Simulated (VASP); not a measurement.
# AlN (P4_2/mnm) in VASP: further runs, part 2 of 2

VASP 6.6.1. The steps go on from the part before.

**4. Single point, PBE (volume scaled by 0.97, then relaxed in part)**

Input file INCAR:

```
PREC = Accurate
ENCUT = 520
EDIFF = 1E-7
ISMEAR = 0
SIGMA = 0.02
LREAL = False
LASPH = True
NELM = 60
ALGO = Normal
ISIF = 2
LWAVE = False
LCHARG = False
GGA = PE
NBANDS = 26
```

Input file KPOINTS:

```
Automatic mesh
0
Gamma
  4 4 8
```

Input file POSCAR:

```
AlN
1.0
    5.2662410572      0.0000000000      0.0000000000
    0.0000000000      5.2662410572      0.0000000000
    0.0000000000      0.0000000000      3.1009192959
Al N
4 4
Direct
    0.6771963025      0.6771963025      0.0000000000
    0.1771963025      0.8228036975      0.5000000000
    0.8228036975      0.1771963025      0.5000000000
    0.3228036975      0.3228036975      0.0000000000
    0.8149062473      0.8149062473      0.5000000000
    0.1850937527      0.1850937527      0.5000000000
    0.6850937527      0.3149062473      0.0000000000
    0.3149062473      0.6850937527      0.0000000000
```

Potentials or basis: VASP PAW PBE potentials, release 64 (Al, N).

Started as:

```bash
$ cat potpaw_PBE.64/Al/POTCAR potpaw_PBE.64/N/POTCAR > POTCAR
$ mpirun -np 1 vasp_std > vasp.out
```

OUTCAR:

```text
PREC = Accurate
   ENCUT = 520
   EDIFF = 1E-7
   ISMEAR = 0
   LREAL = False
   LASPH = True
   NELM = 60
   ISIF = 2
   GGA = PE

 ion  position               nearest neighbor table
   1  0.677  0.677  0.000-   5 1.86   5 1.86   8 1.91   7 1.91   4 2.64   3 3.15   2 3.15   3 3.15
                             2 3.15   3 3.15   3 3.15   2 3.15   2 3.15
   2  0.177  0.823  0.500-   8 1.86   8 1.86   5 1.91   6 1.91   3 2.64   1 3.15   1 3.15   4 3.15
                             4 3.15   4 3.15   4 3.15   1 3.15   1 3.15
   3  0.823  0.177  0.500-   7 1.86   7 1.86   5 1.91   6 1.91   2 2.64   1 3.15   1 3.15   4 3.15
                             4 3.15   1 3.15   1 3.15   4 3.15   4 3.15
   4  0.323  0.323  0.000-   6 1.86   6 1.86   8 1.91   7 1.91   1 2.64   2 3.15   2 3.15   3 3.15
                             3 3.15   2 3.15   2 3.15   3 3.15   3 3.15
   5  0.815  0.815  0.500-   1 1.86   1 1.86   3 1.91   2 1.91
   6  0.185  0.185  0.500-   4 1.86   4 1.86   2 1.91   3 1.91
   7  0.685  0.315  0.000-   3 1.86   3 1.86   4 1.91   1 1.91
   8  0.315  0.685  0.000-   2 1.86   2 1.86   4 1.91   1 1.91

  LATTYP: Found a simple tetragonal cell.
 ALAT       =     5.2662410572
 C/A-ratio  =     0.5888297293

  Lattice vectors:

 A1 = (   5.2662410572,   0.0000000000,   0.0000000000)
 A2 = (   0.0000000000,   5.2662410572,   0.0000000000)
 A3 = (   0.0000000000,   0.0000000000,   3.1009192959)

Analysis of symmetry for initial positions (statically):
=====================================================================
 Subroutine PRICEL returns:
 Original cell was already a primitive cell.

 Routine SETGRP: Setting up the symmetry group for a
 simple tetragonal supercell.

 Subroutine GETGRP returns: Found 16 space group operations
 (whereof  8 operations were pure point group operations)
 out of a pool of 16 trial point group operations.

The static configuration has the point symmetry D_2h.
 The point group associated with its full space group is D_4h.

Analysis of symmetry for dynamics (positions and initial velocities):
=====================================================================
 Subroutine PRICEL returns:
 Original cell was already a primitive cell.

 Routine SETGRP: Setting up the symmetry group for a
 simple tetragonal supercell.

 Subroutine GETGRP returns: Found 16 space group operations
 (whereof  8 operations were pure point group operations)
 out of a pool of 16 trial point group operations.

The dynamic configuration has the point symmetry D_2h.
 The point group associated with its full space group is D_4h.

 Subroutine INISYM returns: Found 16 space group operations
 (whereof  8 operations are pure point group operations),
 and found     1 'primitive' translations

----------------------------------------------------------------------------------------

                                     Primitive cell

  volume of cell :      85.9987

  direct lattice vectors                    reciprocal lattice vectors
     5.266241057  0.000000000  0.000000000     0.189888763  0.000000000  0.000000000
[... 50 lines left out ...]

 Found     30 irreducible k-points:

 Following reciprocal coordinates:
            Coordinates               Weight
  0.000000  0.000000  0.000000      1.000000
  0.250000  0.000000  0.000000      4.000000
  0.500000  0.000000  0.000000      2.000000
  0.250000  0.250000  0.000000      4.000000
  0.500000  0.250000  0.000000      4.000000
  0.500000  0.500000  0.000000      1.000000
[... 16 lines left out ...]
  0.500000  0.250000  0.375000      8.000000
  0.500000  0.500000  0.375000      2.000000
 [... further k-points ...]
   k-points           NKPTS =     30   k-points in BZ     NKDIM =     30   number of bands    NBANDS=     26
   number of dos      NEDOS =    301   number of ions     NIONS =      8
   total plane-waves  NPLWV =  38400
   dimension x,y,z NGX =    40 NGY =   40 NGZ =   24
   dimension x,y,z NGXF=    80 NGYF=   80 NGZF=   48
   ions per type =               4   4
   NGX,Y,Z   is equivalent  to a cutoff of  12.63, 12.63, 12.87 a.u.
   NGXF,Y,Z  is equivalent  to a cutoff of  25.25, 25.25, 25.73 a.u.
 SYSTEM =  unknown system
   PREC   = accura    normal or accurate (medium, high low for compatibility)
   ISTART =      0    job   : 0-new  1-cont  2-samecut
   ICHARG =      2    charge: 1-file 2-atom 10-const
   ISPIN  =      1    spin polarized calculation?
   LNONCOLLINEAR =      F non collinear calculations
   LSORBIT =      F    spin-orbit coupling
   LASPH  =      T    aspherical Exc in radial PAW
   ENCUT  =  520.0 eV  38.22 Ry    6.18 a.u.   9.79  9.79  5.77*2*pi/ulx,y,z
   NELM   =     60;   NELMIN=  2; NELMDL= -5     # of ELM steps
   EDIFF  = 0.1E-06   stopping-criterion for ELM
   LREAL  =      F    real-space projection
   EDIFFG = 0.1E-05   stopping-criterion for IOM
   NSW    =      0    number of steps for IOM
   IBRION =     -1    ionic relax: 0-MD 1-quasi-New 2-CG
   NFREE  =      0    steps in history (QN), initial steepest desc. (CG)
   ISIF   =      2    stress and relaxation
   ISYM   =      2    0-nonsym 1-usesym 2-fastsym
   POTIM  = 0.5000    time-step for ionic-motion
   TEBEG  =    0.0;   TEEND  =   0.0 temperature during run
   PSTRESS=    0.0 pullay stress
   NELECT =      32.0000    total number of electrons
   NUPDOWN=      -1.0000    fix difference up-down
   EMIN   =  10.00;   EMAX   =-10.00  energy-range for DOS
   EFERMI =   0.00;   METHOD = LEGACY
   ISMEAR =     0;   SIGMA  =   0.02  broadening in eV -4-tet -1-fermi 0-gaus
   EFERMI_NEDOS =   21; number of points for ismear=-14 and -15
   IALGO  =     38    algorithm
   IMIX   =      4    mixing-type and parameters
     AMIX     =   0.40;   BMIX     =  1.00
     AMIX_MAG =   1.60;   BMIX_MAG =  1.00
  volume/ion in A,a.u.               =      10.75        72.54
  Fermi-wavevector in a.u.,A,eV,Ry     =   1.177500  2.225152 18.864557  1.386506
  Thomas-Fermi vector in A             =   2.313845
   LORBIT       =      0    0 simple, 1 ext, 2 COOP (PROOUT), +10 PAW based schemes
   GGA     = PE    functional components
   LHFCALC =     F    Hartree Fock is set to
   AEXX    =    0.0000 exact exchange contribution
   IVDW    =     0    specifies the selected vdW correction
   LEPSILON=     F    determine dielectric tensor
   LRPA    =     F    only Hartree local field effects (RPA)
 non-spin polarized calculation
 Gauss-broadening in eV      SIGMA  =   0.02
  energy-cutoff  :      520.00
  volume of cell :       86.00
 maximum number of plane-waves:      2336
 NGX is ok and might be reduce to    40
   NGX = 19   NGY = 19   NGZ = 11

 number of electron      31.9999996 magnetization

 Free energy of the ion-electron system (eV)
  ---------------------------------------------------
  ext. energy  EPLUGINS =         0.00000000
  ---------------------------------------------------
  free energy    TOTEN  =       -59.26836752 eV

  energy without entropy =      -59.26836752  energy(sigma->0) =      -59.26836752

 E-fermi :   5.9148     XC(G=0): -10.7102

 val. band max:        5.8033440064   @ k =   0.0000   0.0000   0.0000
 cond. band min:       9.7533351795   @ k =   0.0000   0.0000   0.0000
 fundamental gap:      3.9499911731
 Fermi energy:         5.9148177913

 k-point     1 :       0.0000    0.0000    0.0000
  band No.  band energies     occupation
      1      -9.3679      2.00000
      2      -7.3226      2.00000
      3      -7.3226      2.00000
      4      -7.0353      2.00000
      5      -0.1966      2.00000
      6       0.8679      2.00000
[... 685 lines left out ...]
     25      16.7070      0.00000
     26      16.7132      0.00000

 [... further k-points ...]
[... 5 lines left out ...]
  --------------------------------------------------------------------------------------
  -------------------------------------------------------------------------------------
  Total        3.0284188      3.0284188      2.9392581     -0.0000000      0.0000000      0.0000000
  in kB       56.4201956     56.4201956     54.7591099     -0.0000000      0.0000000      0.0000000
  external PRESSURE =      55.8665003 kB  Pullay stress =       0.0000000 kB

 VOLUME and BASIS-vectors are now :
 -----------------------------------------------------------------------------
  energy-cutoff  :      520.00
  volume of cell :       86.00
      direct lattice vectors                 reciprocal lattice vectors
     5.266241057  0.000000000  0.000000000     0.189888763  0.000000000  0.000000000
     0.000000000  5.266241057  0.000000000     0.000000000  0.189888763  0.000000000
     0.000000000  0.000000000  3.100919296     0.000000000  0.000000000  0.322485013

 POSITION                                       TOTAL-FORCE (eV/Angst)
 -----------------------------------------------------------------------------------
      3.56628      3.56628      0.00000         0.005131      0.005131     -0.000000
      0.93316      4.33308      1.55046         0.005131     -0.005131      0.000000
      4.33308      0.93316      1.55046        -0.005131      0.005131     -0.000000
      1.69996      1.69996      0.00000        -0.005131     -0.005131      0.000000
      4.29149      4.29149      1.55046        -0.010940     -0.010940      0.000000
      0.97475      0.97475      1.55046         0.010940      0.010940      0.000000
      3.60787      1.65837      0.00000         0.010940     -0.010940      0.000000
      1.65837      3.60787      0.00000        -0.010940      0.010940      0.000000
 -----------------------------------------------------------------------------------
    total drift:                               -0.000000     -0.000000     -0.000000

  FREE ENERGIE OF THE ION-ELECTRON SYSTEM (eV)
  ---------------------------------------------------
  free  energy   TOTEN  =       -59.2683675183 eV

  energy  without entropy=      -59.2683675183  energy(sigma->0) =      -59.26836752
```

Run time: 37 s. Hardware: 1 thread of AMD EPYC 9R45 (Zen 5), shared host; peak memory 0.18 GiB.

Results:

```yaml
Free_energy: -59.2684 eV
Pressure: 5.6 GPa
Largest_force: 0.015 eV/Å
Band_gap_on_the_k_mesh: 3.95 eV, direct
```

Forces on the atoms (eV/Å):
```
Al   0.005  0.005  0.000
Al   0.005 -0.005  0.000
Al  -0.005  0.005  0.000
Al  -0.005 -0.005  0.000
N   -0.011 -0.011  0.000
N    0.011  0.011  0.000
N    0.011 -0.011  0.000
N   -0.011  0.011  0.000
```

Levels at points of the mesh, in eV from the valence-band top:
```
           k point  band 12  band 13  band 14  band 15  band 16  band 17  band 18  band 19  band 20  band 21
(0.00, 0.00, 0.00)    -0.87    -0.51    -0.09    -0.09     0.00     3.95     6.07     6.59     7.17     7.17
(0.50, 0.00, 0.00)    -1.58    -0.64    -0.64    -0.62    -0.62     5.93     5.93     6.60     6.60     8.80
(0.50, 0.50, 0.00)    -1.31    -1.05    -1.05    -0.98    -0.98     6.15     6.15     6.49     6.49     9.09
(0.00, 0.00, 0.50)    -2.39    -1.68    -1.68    -1.51    -1.51     6.10     6.10     7.87     7.87     8.27
(0.50, 0.00, 0.50)    -2.13    -1.39    -1.39    -0.67    -0.67     6.36     6.36     6.84     6.84     7.04
(0.50, 0.50, 0.50)    -1.41    -1.19    -1.19    -0.96    -0.96     5.28     5.28     5.82     5.82     8.34
```

Caveat: the cell differs from its parent crystal (volume scaled by 0.97, then relaxed in part).

**5. Single point, PBE**

This run uses another cell than the first one, of 11.08 Å³/atom, 1.099 times its volume.

INCAR, as its differences from that of step 4:

```diff
@@ -2,3 +2,3 @@
 ENCUT = 520
-EDIFF = 1E-7
+EDIFF = 1E-6
 ISMEAR = 0
@@ -7,3 +7,3 @@
 LASPH = True
-NELM = 60
+NELM = 80
 ALGO = Normal
```

Input file KPOINTS:

```
regular mesh
0
Gamma
  4 4 8
```

Input file POSCAR:

```
AlN
1.0
    5.3291138000      0.0000000000      0.0000000000
    0.0000000000      5.3291138000      0.0000000000
    0.0000000000      0.0000000000      3.1218369000
Al N
4 4
Direct
    0.6769860000      0.6769860000      0.0000000000
    0.1769860000      0.8230140000      0.5000000000
    0.8230140000      0.1769860000      0.5000000000
    0.3230140000      0.3230140000      0.0000000000
    0.8154210000      0.8154210000      0.5000000000
    0.1845790000      0.1845790000      0.5000000000
    0.6845790000      0.3154210000      0.0000000000
    0.3154210000      0.6845790000      0.0000000000
```

Started as:

```bash
$ cat potpaw_PBE.64/Al/POTCAR potpaw_PBE.64/N/POTCAR > POTCAR
$ mpirun -np 1 vasp_std > vasp.out
```

Run time: 35 s. Hardware: 1 thread of AMD EPYC 9R45 (Zen 5), shared host; peak memory 0.18 GiB.

The run converged. Its results:

```yaml
Free_energy: -59.3131 eV
Pressure: -0.2 GPa
Largest_force: 0.004 eV/Å
Band_gap_on_the_k_mesh: 3.75 eV, direct
```

Forces in eV/Å, atoms in the order of the input:
```
Al  -0.003 -0.003  0.000
Al  -0.003  0.003  0.000
Al   0.003 -0.003  0.000
Al   0.003  0.003  0.000
N   -0.002 -0.002  0.000
N    0.002  0.002  0.000
N    0.002 -0.002  0.000
N   -0.002  0.002  0.000
```

Levels at points of the mesh, in eV from the valence-band top:
```tsv
k point	band 12	band 13	band 14	band 15	band 16	band 17	band 18	band 19	band 20	band 21
(0.00, 0.00, 0.00)	-0.81	-0.47	-0.09	-0.09	0.00	3.75	6.02	6.53	6.96	6.96
(0.50, 0.00, 0.00)	-1.50	-0.62	-0.62	-0.59	-0.59	5.76	5.76	6.47	6.47	8.61
(0.50, 0.50, 0.00)	-1.24	-1.02	-1.02	-0.91	-0.91	6.01	6.01	6.34	6.34	8.93
(0.00, 0.00, 0.50)	-2.29	-1.63	-1.63	-1.48	-1.48	6.03	6.03	7.75	7.75	8.08
(0.50, 0.00, 0.50)	-2.07	-1.35	-1.35	-0.67	-0.67	6.25	6.25	6.68	6.68	6.93
(0.50, 0.50, 0.50)	-1.38	-1.15	-1.15	-0.94	-0.94	5.21	5.21	5.66	5.66	8.23
```

**6. Single point, PBE**

This run uses another cell than the first one, of 11.08 Å³/atom, 1.099 times its volume.

Input file INCAR:

```
SYSTEM = AlN
PREC = Accurate ; ENCUT = 520
EDIFF = 1E-6 ; ISMEAR = 0
SIGMA = 0.02 ; LREAL = .FALSE.
LASPH = .TRUE. ; NELM = 80
ALGO = Normal ; ISIF = 2
LWAVE = .FALSE. ; LCHARG = .TRUE.
GGA = PE ; LELF = .TRUE.
LVHAR = .TRUE. ; NBANDS = 26
```

Input file KPOINTS:

```
regular mesh
0
G
  4 4 8
  0 0 0
```

POSCAR is that of step 5.

Potentials or basis: VASP PAW PBE potentials, release 64 (Al, N).

Started as:

```bash
$ cat potpaw_PBE.64/Al/POTCAR potpaw_PBE.64/N/POTCAR > POTCAR
$ mpirun -np 1 vasp_std > vasp.out
```

Wall time 35 s (1 thread of AMD EPYC 9R45 (Zen 5), shared host); peak memory 0.18 GiB.

It converged, with:

| Item | Value |
| --- | --- |
| Free energy | -59.3131 eV |
| Pressure | -0.2 GPa |
| Largest force | 0.004 eV/Å |
| Band gap on the k mesh | 3.75 eV, direct |

Forces in eV/Å, atoms in the order of the input:
```
Al  -0.003 -0.003  0.000
Al  -0.003  0.003  0.000
Al   0.003 -0.003  0.000
Al   0.003  0.003  0.000
N   -0.002 -0.002  0.000
N    0.002  0.002  0.000
N    0.002 -0.002  0.000
N   -0.002  0.002  0.000
```

Levels at points of the mesh, in eV from the valence-band top:
```
           k point  band 14  band 15  band 16  band 17  band 18  band 19
(0.00, 0.00, 0.00)    -0.09    -0.09     0.00     3.75     6.02     6.53
(0.50, 0.00, 0.00)    -0.62    -0.59    -0.59     5.76     5.76     6.47
(0.50, 0.50, 0.00)    -1.02    -0.91    -0.91     6.01     6.01     6.34
(0.00, 0.00, 0.50)    -1.63    -1.48    -1.48     6.03     6.03     7.75
(0.50, 0.00, 0.50)    -1.35    -0.67    -0.67     6.25     6.25     6.68
(0.50, 0.50, 0.50)    -1.15    -0.94    -0.94     5.21     5.21     5.66
```

**7. Overview**

| cell | gap on the mesh (eV) | pressure (GPa) | largest force (eV/Å) |
| --- | --- | --- | --- |
| a = 5.131, b = 5.131, c = 3.065 Å, 8 atoms | 4.35 | 20.0 | - |
| a = 5.200, b = 5.200, c = 3.082 Å, 8 atoms | 4.15 | 12.3 | 0.01 |
| a = 5.266, b = 5.266, c = 3.101 Å, 8 atoms | 3.95 | 5.6 | 0.02 |
| a = 5.329, b = 5.329, c = 3.122 Å, 8 atoms | 3.75 | -0.2 | - |

Alike in all rows: task single point; level PBE; potentials or basis VASP PAW PBE potentials, release 64 (Al, N); no spin polarisation; k mesh 4 × 4 × 8; cutoff (eV) 520; smearing gaussian 0.02 eV.

Total energies depend on the potentials used, so only differences within one code and one set of settings carry meaning.
